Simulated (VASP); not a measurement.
Wanted: the native input for a VASP 6.6.1 run.

* Task: single point
* Functional: LDA
* Potentials or basis: VASP PAW LDA potentials, release 64 (Pt)
* Cutoff: 520 eV
* k mesh: 21 × 21 × 10
* Occupations: gaussian, width 0.15 eV
* Spin: collinear spin
* Starting moments: [0.25, 0.25] μB
* Fixed moment: 0.5 μB
* Dipole correction: no
* Further INCAR settings: ALGO = Normal; EDIFF = 1e-07; NBANDS = 21

The structure of Pt lies in POSCAR:

```
Pt
1.0
    2.5349048657      0.0000000000      0.0000000000
   -1.2674524328      2.1952920098      0.0000000000
    0.0000000000      0.0000000000      4.3771120513
Pt
2
Direct
    0.6666666667      0.3333333333      0.7500000000
    0.3333333333      0.6666666667      0.2500000000
```

This isn't the form of Pt at room conditions, which is fcc.

These files were run (other wordings do the same):

INCAR

```
PREC = Accurate ; ENCUT = 520
EDIFF = 1E-7 ; ISMEAR = 0
SIGMA = 0.15 ; LREAL = F
LASPH = T ; NELM = 150
ALGO = Normal ; ISIF = 2
LWAVE = F ; LCHARG = F
ISPIN = 2 ; MAGMOM = 0.25 0.25
LORBIT = 11 ; NUPDOWN = 0.5
LMAXMIX = 4 ; GGA = CA
NBANDS = 21
```

KPOINTS

```
Automatic mesh
0
Gamma
  21 21 10
```

Potentials or basis: VASP PAW LDA potentials, release 64 (Pt).

The run is started by

```sh
$ cat potpaw_LDA.64/Pt/POTCAR > POTCAR
$ mpirun -np 1 vasp_std > vasp.out
```

It gave:

* Pressure: 103.9 GPa
* Net moment: 0.50 μB per cell
* Site moments: Pt +0.24 μB

Caveat: the cell stands under pressure; the total moment is fixed, so each spin has its own Fermi level.

Run time: 2.8 min on 1 thread of AMD EPYC 7R13 Processor (Zen 3), with other jobs on the host, peak memory 0.27 GiB.
